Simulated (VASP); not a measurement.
# AlIn2N3 (P6/mmm) in VASP: a series of runs

AlIn2N3 is run at these levels: PBE; tasks: single point, relaxation of cell and atoms.

Everything below comes from runs of VASP 6.6.1. Logs are shortened: lines on timing, memory, paths and dates and some standing lists are left out, and cuts for length are marked.

**1. The cell of the first run**

Symmetry: P6/mmm, No. 191, hexagonal system. The conventional cell has a = 5.887 Å, b = 5.887 Å, c = 3.031 Å, α = 90.00°, β = 90.00°, γ = 120.00°. Al (site symmetry 6/mmm) has 2 Al at 3.03 Å and 12 N at 3.31 Å and 6 In at 3.40 Å within 4.0 Å. In (site symmetry -6m2) has 6 N at 2.28 Å within 3.0 Å. N (site symmetry mmm) has 4 In at 2.28 Å and 4 N at 2.94 Å within 3.0 Å.

**2. Single point, PBE**

The input, INCAR:

```
ALGO = Normal
EDIFF = 1E-7
ENCUT = 520
GGA = PE
ISIF = 2
ISMEAR = 0
LASPH = T
LCHARG = F
LREAL = F
LWAVE = F
NBANDS = 31
NELM = 60
PREC = Accurate
SIGMA = 0.1
```

The input, KPOINTS:

```
k-points
0
Gamma
  3 3 6
```

The input, POSCAR:

```
AlIn2N3
1.0
    5.8868116923      0.0000000000      0.0000000000
   -2.9434058461      5.0981284728      0.0000000000
    0.0000000000      0.0000000000      3.0307272525
Al In N
1 2 3
Direct
    0.0000000000      0.0000000000      0.0000000000
    0.3333333333      0.6666666667      0.0000000000
    0.6666666667      0.3333333333      0.0000000000
    0.5000000000      0.0000000000      0.5000000000
    0.5000000000      0.5000000000      0.5000000000
    0.0000000000      0.5000000000      0.5000000000
```

Potentials or basis: VASP PAW PBE potentials, release 64 (Al, In_d, N).

Launch:

```bash
> cat potpaw_PBE.64/Al/POTCAR potpaw_PBE.64/In_d/POTCAR potpaw_PBE.64/N/POTCAR > POTCAR
> mpirun -np 1 vasp_std > vasp.out
```

OUTCAR:

```text
EDIFF = 1E-7
   ENCUT = 520
   GGA = PE
   ISIF = 2
   ISMEAR = 0
   LASPH = T
   LREAL = F
   NELM = 60
   PREC = Accurate

 ion  position               nearest neighbor table
   1  0.000  0.000  0.000-   2 3.40   3 3.40   2 3.40   3 3.40   3 3.40   2 3.40
   2  0.333  0.667  0.000-   4 2.28   4 2.28   6 2.28   6 2.28   5 2.28   5 2.28   1 3.40   3 3.40
                             3 3.40   1 3.40   1 3.40   3 3.40
   3  0.667  0.333  0.000-   4 2.28   4 2.28   6 2.28   6 2.28   5 2.28   5 2.28   1 3.40   2 3.40
                             2 3.40   1 3.40   1 3.40   2 3.40
   4  0.500  0.000  0.500-   2 2.28   3 2.28   2 2.28   3 2.28
   5  0.500  0.500  0.500-   2 2.28   3 2.28   2 2.28   3 2.28
   6  0.000  0.500  0.500-   2 2.28   3 2.28   2 2.28   3 2.28

  LATTYP: Found a hexagonal cell.
 ALAT       =     5.8868116923
 C/A-ratio  =     0.5148333955

  Lattice vectors:

 A1 = (   5.8868116923,   0.0000000000,   0.0000000000)
 A2 = (  -2.9434058461,   5.0981284728,   0.0000000000)
 A3 = (   0.0000000000,   0.0000000000,   3.0307272525)

Analysis of symmetry for initial positions (statically):
=====================================================================
 Subroutine PRICEL returns:
 Original cell was already a primitive cell.

 Routine SETGRP: Setting up the symmetry group for a
 hexagonal supercell.

 Subroutine GETGRP returns: Found 24 space group operations
 (whereof 24 operations were pure point group operations)
 out of a pool of 24 trial point group operations.

The static configuration has the point symmetry D_6h.

Analysis of symmetry for dynamics (positions and initial velocities):
=====================================================================
 Subroutine PRICEL returns:
 Original cell was already a primitive cell.

 Routine SETGRP: Setting up the symmetry group for a
 hexagonal supercell.

 Subroutine GETGRP returns: Found 24 space group operations
 (whereof 24 operations were pure point group operations)
 out of a pool of 24 trial point group operations.

The dynamic configuration has the point symmetry D_6h.

 Subroutine INISYM returns: Found 24 space group operations
 (whereof 24 operations are pure point group operations),
 and found     1 'primitive' translations

----------------------------------------------------------------------------------------

                                     Primitive cell

  volume of cell :      90.9573

  direct lattice vectors                    reciprocal lattice vectors
     5.886811692  0.000000000  0.000000000     0.169871240  0.098075206  0.000000000
    -2.943405846  5.098128473  0.000000000     0.000000000  0.196150412  0.000000000
     0.000000000  0.000000000  3.030727253     0.000000000  0.000000000  0.329953809

  length of vectors
     5.886811692  5.886811692  3.030727253     0.196150412  0.196150412  0.329953809

  position of ions in fractional coordinates (direct lattice)
     0.000000000  0.000000000  0.000000000
     0.333333333  0.666666667  0.000000000
     0.666666667  0.333333333  0.000000000
     0.500000000  0.000000000  0.500000000
     0.500000000  0.500000000  0.500000000
     0.000000000  0.500000000  0.500000000

  ion indices of the primitive-cell ions
   primitive index   ion index
                 1           1
                 2           2
                 3           3
                 4           4
                 5           5
                 6           6

----------------------------------------------------------------------------------------

 KPOINTS: k-points

Automatic generation of k-mesh.
 Grid dimensions read from file:
 generate k-points for:    3    3    6

 Generating k-lattice:

  Cartesian coordinates                     Fractional coordinates (reciprocal lattice)
     0.056623747  0.032691735  0.000000000     0.333333333  0.000000000  0.000000000
     0.000000000  0.065383471  0.000000000     0.000000000  0.333333333  0.000000000
     0.000000000  0.000000000  0.054992301     0.000000000  0.000000000  0.166666667

  Length of vectors
     0.065383471  0.065383471  0.054992301

  Shift w.r.t. Gamma in fractional coordinates (k-lattice)
     0.000000000  0.000000000  0.000000000

 Subroutine IBZKPT returns following result:
 ===========================================

 Found     12 irreducible k-points:

 Following reciprocal coordinates:
            Coordinates               Weight
  0.000000  0.000000  0.000000      1.000000
  0.333333 -0.000000  0.000000      6.000000
  0.333333  0.333333  0.000000      2.000000
  0.000000  0.000000  0.166667      2.000000
  0.333333 -0.000000  0.166667     12.000000
  0.333333  0.333333  0.166667      4.000000
  0.000000  0.000000  0.333333      2.000000
  0.333333 -0.000000  0.333333     12.000000
  0.333333  0.333333  0.333333      4.000000
  0.000000  0.000000  0.500000      1.000000
  0.333333 -0.000000  0.500000      6.000000
  0.333333  0.333333  0.500000      2.000000
   k-points           NKPTS =     12   k-points in BZ     NKDIM =     12   number of bands    NBANDS=     31
   number of dos      NEDOS =    301   number of ions     NIONS =      6
   total plane-waves  NPLWV =  55296
   dimension x,y,z NGX =    48 NGY =   48 NGZ =   24
   dimension x,y,z NGXF=    96 NGYF=   96 NGZF=   48
   ions per type =               1   2   3
   NGX,Y,Z   is equivalent  to a cutoff of  13.56, 13.56, 13.16 a.u.
   NGXF,Y,Z  is equivalent  to a cutoff of  27.11, 27.11, 26.33 a.u.
 SYSTEM =  unknown system
   PREC   = accura    normal or accurate (medium, high low for compatibility)
   ISTART =      0    job   : 0-new  1-cont  2-samecut
   ICHARG =      2    charge: 1-file 2-atom 10-const
   ISPIN  =      1    spin polarized calculation?
   LNONCOLLINEAR =      F non collinear calculations
   LSORBIT =      F    spin-orbit coupling
   LASPH  =      T    aspherical Exc in radial PAW
   ENCUT  =  520.0 eV  38.22 Ry    6.18 a.u.  10.95 10.95  5.64*2*pi/ulx,y,z
   NELM   =     60;   NELMIN=  2; NELMDL= -5     # of ELM steps
   EDIFF  = 0.1E-06   stopping-criterion for ELM
   LREAL  =      F    real-space projection
   EDIFFG = 0.1E-05   stopping-criterion for IOM
   NSW    =      0    number of steps for IOM
   IBRION =     -1    ionic relax: 0-MD 1-quasi-New 2-CG
   NFREE  =      0    steps in history (QN), initial steepest desc. (CG)
   ISIF   =      2    stress and relaxation
   ISYM   =      2    0-nonsym 1-usesym 2-fastsym
   POTIM  = 0.5000    time-step for ionic-motion
   TEBEG  =    0.0;   TEEND  =   0.0 temperature during run
   PSTRESS=    0.0 pullay stress
   NELECT =      44.0000    total number of electrons
   NUPDOWN=      -1.0000    fix difference up-down
   EMIN   =  10.00;   EMAX   =-10.00  energy-range for DOS
   EFERMI =   0.00;   METHOD = LEGACY
   ISMEAR =     0;   SIGMA  =   0.10  broadening in eV -4-tet -1-fermi 0-gaus
   EFERMI_NEDOS =   21; number of points for ismear=-14 and -15
   IALGO  =     38    algorithm
   IMIX   =      4    mixing-type and parameters
     AMIX     =   0.40;   BMIX     =  1.00
     AMIX_MAG =   1.60;   BMIX_MAG =  1.00
  volume/ion in A,a.u.               =      15.16       102.30
  Fermi-wavevector in a.u.,A,eV,Ry     =   1.285128  2.428540 22.470764  1.651555
  Thomas-Fermi vector in A             =   2.417281
   LORBIT       =      0    0 simple, 1 ext, 2 COOP (PROOUT), +10 PAW based schemes
   GGA     = PE    functional components
   LHFCALC =     F    Hartree Fock is set to
   AEXX    =    0.0000 exact exchange contribution
   IVDW    =     0    specifies the selected vdW correction
   LEPSILON=     F    determine dielectric tensor
   LRPA    =     F    only Hartree local field effects (RPA)
 non-spin polarized calculation
 Gauss-broadening in eV      SIGMA  =   0.10
  energy-cutoff  :      520.00
  volume of cell :       90.96
 maximum number of plane-waves:      2469
 NGX is ok and might be reduce to    48
   NGX = 21   NGY = 21   NGZ = 11

 number of electron      44.0000019 magnetization

 Free energy of the ion-electron system (eV)
  ---------------------------------------------------
  ext. energy  EPLUGINS =         0.00000000
  ---------------------------------------------------
  free energy    TOTEN  =       -26.87233891 eV

  energy without entropy =      -26.84632192  energy(sigma->0) =      -26.85933042

 E-fermi :   6.0047     XC(G=0): -10.6093

 val. band max:        5.9885608675   @ k =   0.3333  -0.0000   0.5000
 cond. band min:       6.0319419068   @ k =   0.0000   0.0000   0.5000
 fundamental gap:      0.0433810394
 Fermi energy:         6.0047309205

 k-point     1 :       0.0000    0.0000    0.0000
  band No.  band energies     occupation
      1      -9.1528      2.00000
      2      -8.3726      2.00000
      3      -8.3726      2.00000
      4      -7.9507      2.00000
      5      -7.6623      2.00000
      6      -7.5469      2.00000
[... 23 lines left out ...]
     30      15.4476      0.00000
     31      15.5904      0.00000

 k-point     2 :       0.3333   -0.0000    0.0000
  band No.  band energies     occupation
      1      -8.9664      2.00000
      2      -8.5219      2.00000
      3      -8.3886      2.00000
      4      -7.9253      2.00000
      5      -7.7881      2.00000
      6      -7.5100      2.00000
[... 23 lines left out ...]
     30      14.5095      0.00000
     31      15.3800      0.00000

 k-point     3 :       0.3333    0.3333    0.0000
  band No.  band energies     occupation
      1      -8.7307      2.00000
      2      -8.7307      2.00000
      3      -8.4051      2.00000
      4      -7.8703      2.00000
      5      -7.8703      2.00000
      6      -7.5135      2.00000
[... 295 lines left out ...]
     30      13.5700      0.00000
     31      14.3713      0.00000

 k-point    12 :       0.3333    0.3333    0.5000
  band No.  band energies     occupation
      1      -8.9503      2.00000
      2      -8.6351      2.00000
      3      -8.6351      2.00000
      4      -7.7708      2.00000
      5      -7.7064      2.00000
      6      -7.5736      2.00000
[... 23 lines left out ...]
     30      13.6436      0.00000
     31      14.5412      0.00000

------------------------ aborting loop because EDIFF is reached ----------------------------------------

  FORCE on cell =-STRESS in cart. coord.  units (eV):
  Direction    XX          YY          ZZ          XY          YZ          ZX
  --------------------------------------------------------------------------------------
  -------------------------------------------------------------------------------------
  Total        0.0706854      0.0706854      0.3153715      0.0000000     -0.0000000      0.0000000
  in kB        1.2450957      1.2450957      5.5551438      0.0000000     -0.0000000      0.0000000
  external PRESSURE =       2.6817784 kB  Pullay stress =       0.0000000 kB

 VOLUME and BASIS-vectors are now :
 -----------------------------------------------------------------------------
  energy-cutoff  :      520.00
  volume of cell :       90.96
      direct lattice vectors                 reciprocal lattice vectors
     5.886811692  0.000000000  0.000000000     0.169871240  0.098075206  0.000000000
    -2.943405846  5.098128473  0.000000000     0.000000000  0.196150412  0.000000000
     0.000000000  0.000000000  3.030727253     0.000000000  0.000000000  0.329953809

 POSITION                                       TOTAL-FORCE (eV/Angst)
 -----------------------------------------------------------------------------------
      0.00000      0.00000      0.00000        -0.000000      0.000000      0.000000
     -0.00000      3.39875      0.00000         0.000000      0.000000      0.000000
      2.94341      1.69938      0.00000        -0.000000      0.000000     -0.000000
      2.94341      0.00000      1.51536        -0.000000      0.000000      0.000000
      1.47170      2.54906      1.51536        -0.000000      0.000000      0.000000
     -1.47170      2.54906      1.51536        -0.000000      0.000000      0.000000
 -----------------------------------------------------------------------------------
    total drift:                               -0.000000      0.000000     -0.000000

  FREE ENERGIE OF THE ION-ELECTRON SYSTEM (eV)
  ---------------------------------------------------
  free  energy   TOTEN  =       -26.8723389122 eV

  energy  without entropy=      -26.8463219213  energy(sigma->0) =      -26.85933042
```

Wall time 23 s (1 thread of Intel Xeon Platinum 8559C (Emerald Rapids), shared host); peak memory 0.23 GiB.

Results:

```yaml
Free_energy: -26.8723 eV
Pressure: 0.3 GPa
Band_gap_on_the_k_mesh: zero (band 22 reaches 6.45 eV, above the bottom of band 23 at 5.85 eV)
```

Stress tensor (GPa, compression positive):
```
0.12 0.00 0.00
0.00 0.12 0.00
0.00 0.00 0.56
```

Caveat: the k points lie up to 0.41 Å⁻¹ apart; spin-orbit coupling is left out, which moves the levels of the heavy elements.

**3. Single point, PBE**

This run uses another cell than the first one, of 15.24 Å³/atom, 1.005 times its volume.

The input, INCAR:

```
PREC = Accurate ; ENCUT = 520
EDIFF = 1E-7 ; ISMEAR = 0
SIGMA = 0.1 ; LREAL = F
LASPH = T ; NELM = 60
ALGO = Normal ; ISIF = 2
LWAVE = F ; LCHARG = F
GGA = PE ; NBANDS = 31
```

The input, KPOINTS:

```
Automatic mesh
0
Gamma
  6 6 4
```

Changes to POSCAR since step 2:

```diff
@@ -2,5 +2,5 @@
 1.0
-    5.8868116923      0.0000000000      0.0000000000
-   -2.9434058461      5.0981284728      0.0000000000
-    0.0000000000      0.0000000000      3.0307272525
+    5.9529957034      0.0000000000      0.0000000000
+   -2.9764978517      5.1554455078      0.0000000000
+    0.0000000000      0.0000000000      2.9786150074
 Al In N
```

Potentials or basis: VASP PAW PBE potentials, release 64 (Al, In_d, N).

Launch:

```bash
> cat potpaw_PBE.64/Al/POTCAR potpaw_PBE.64/In_d/POTCAR potpaw_PBE.64/N/POTCAR > POTCAR
> mpirun -np 1 vasp_std > vasp.out
```

OUTCAR:

```text
PREC = Accurate
   ENCUT = 520
   EDIFF = 1E-7
   ISMEAR = 0
   LREAL = F
   LASPH = T
   NELM = 60
   ISIF = 2
   GGA = PE

 ion  position               nearest neighbor table
   1  0.000  0.000  0.000-   2 3.44   3 3.44   3 3.44   2 3.44   3 3.44   2 3.44
   2  0.333  0.667  0.000-   6 2.27   6 2.27   4 2.27   4 2.27   5 2.27   5 2.27   1 3.44   3 3.44
                             3 3.44   1 3.44   1 3.44   3 3.44
   3  0.667  0.333  0.000-   6 2.27   6 2.27   4 2.27   4 2.27   5 2.27   5 2.27   2 3.44   1 3.44
                             2 3.44   1 3.44   1 3.44   2 3.44
   4  0.500  0.000  0.500-   2 2.27   3 2.27   2 2.27   3 2.27
   5  0.500  0.500  0.500-   2 2.27   3 2.27   2 2.27   3 2.27
   6  0.000  0.500  0.500-   2 2.27   3 2.27   2 2.27   3 2.27

  LATTYP: Found a hexagonal cell.
 ALAT       =     5.9529957034
 C/A-ratio  =     0.5003556454

  Lattice vectors:

 A1 = (   5.9529957034,   0.0000000000,   0.0000000000)
 A2 = (  -2.9764978517,   5.1554455078,   0.0000000000)
 A3 = (   0.0000000000,   0.0000000000,   2.9786150074)

Analysis of symmetry for initial positions (statically):
[... 179 lines left out ...]

 val. band max:        5.8741407840   @ k =   0.1667   0.1667   0.2500
 cond. band min:       5.9175592480   @ k =   0.3333   0.0000   0.5000
 fundamental gap:      0.0434184640
 Fermi energy:         5.9052949734

 k-point     1 :       0.0000    0.0000    0.0000
  band No.  band energies     occupation
      1      -9.2311      2.00000
      2      -8.5142      2.00000
      3      -8.5142      2.00000
      4      -8.1138      2.00000
      5      -7.8264      2.00000
      6      -7.6524      2.00000
[... 703 lines left out ...]
     30      13.5064      0.00000
     31      14.3714      0.00000

------------------------ aborting loop because EDIFF is reached ----------------------------------------

  FORCE on cell =-STRESS in cart. coord.  units (eV):
  Direction    XX          YY          ZZ          XY          YZ          ZX
  --------------------------------------------------------------------------------------
  -------------------------------------------------------------------------------------
  Total        0.1282754      0.1282754      0.1020104      0.0000000      0.0000000      0.0000000
  in kB        2.2482151      2.2482151      1.7878815      0.0000000      0.0000000      0.0000000
  external PRESSURE =       2.0947706 kB  Pullay stress =       0.0000000 kB

 VOLUME and BASIS-vectors are now :
 -----------------------------------------------------------------------------
  energy-cutoff  :      520.00
  volume of cell :       91.41
      direct lattice vectors                 reciprocal lattice vectors
     5.952995703  0.000000000  0.000000000     0.167982651  0.096984829  0.000000000
    -2.976497852  5.155445508  0.000000000     0.000000000  0.193969658  0.000000000
     0.000000000  0.000000000  2.978615007     0.000000000  0.000000000  0.335726503

 POSITION                                       TOTAL-FORCE (eV/Angst)
 -----------------------------------------------------------------------------------
      0.00000      0.00000      0.00000        -0.000000      0.000000      0.000000
     -0.00000      3.43696      0.00000        -0.000000      0.000000      0.000000
      2.97650      1.71848      0.00000         0.000000     -0.000000     -0.000000
      2.97650      0.00000      1.48931        -0.000000      0.000000      0.000000
      1.48825      2.57772      1.48931        -0.000000      0.000000      0.000000
     -1.48825      2.57772      1.48931        -0.000000      0.000000      0.000000
 -----------------------------------------------------------------------------------
    total drift:                               -0.000000      0.000000     -0.000000

  FREE ENERGIE OF THE ION-ELECTRON SYSTEM (eV)
  ---------------------------------------------------
  free  energy   TOTEN  =       -26.8308563673 eV

  energy  without entropy=      -26.8120649675  energy(sigma->0) =      -26.82146067
```

stdout:

```text
POSCAR found type information on POSCAR AlInN
 POSCAR found :  3 types and       6 ions
 scaLAPACK will be used
 LDA part: xc-table for (Slater+PW92), standard interpolation
 POSCAR, INCAR and KPOINTS ok, starting setup
 FFT: planning ... GRIDC
 FFT: planning ... GRID_SOFT
 FFT: planning ... GRID
 WAVECAR not read
 entering main loop
```

Wall time 34 s (1 thread of Intel Xeon Platinum 8559C (Emerald Rapids), shared host); peak memory 0.25 GiB.

What came out:

| Property | Result |
| --- | --- |
| Free energy | -26.8309 eV |
| Pressure | 0.2 GPa |
| Band gap on the k mesh | zero (band 22 reaches 6.31 eV, above the bottom of band 23 at 5.77 eV) |

Caveat: the k points lie up to 0.53 Å⁻¹ apart; spin-orbit coupling is left out, which moves the levels of the heavy elements.

(Part 1 of 2 ends here.)
